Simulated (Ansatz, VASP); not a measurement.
# One calculation of SrO, two programs

```
CELL_PARAMETERS angstrom
0.00000 2.54566 2.54566
2.54566 0.00000 2.54566
2.54566 2.54566 0.00000
ATOMIC_POSITIONS crystal
Sr 0.50000 0.50000 0.50000
O 0.00000 0.00000 0.00000
```

Alike in both runs: functional r2SCAN; k mesh 10 × 10 × 10; occupations fermi-dirac, width 0.02 eV; no spin polarisation.

Ansatz relaxed the structure, and its values are those at the end. VASP's run is a single point on that final structure, the one shown.

```csv
,VASP,Ansatz
version,VASP 6.6.1,Ansatz 0.2.0
potentials or method,"VASP PAW PBE potentials, release 64 (Sr_sv, O), cutoff 520 eV",PAW plane waves
valence electrons in the cell,16,16
```

|  | VASP | Ansatz | Ansatz less VASP |
| --- | --- | --- | --- |
| gap on the k mesh at the Fermi level (eV) | 3.72 | 3.78 | +0.055 |
| pressure (GPa) | 4.7 | 4.1 | -0.61 |

VASP's potentials were made for PBE, not for r2SCAN. The functional is the same, so the differences come from potentials, cutoffs and numerics. Ansatz's warnings: stress scf threshold loose.
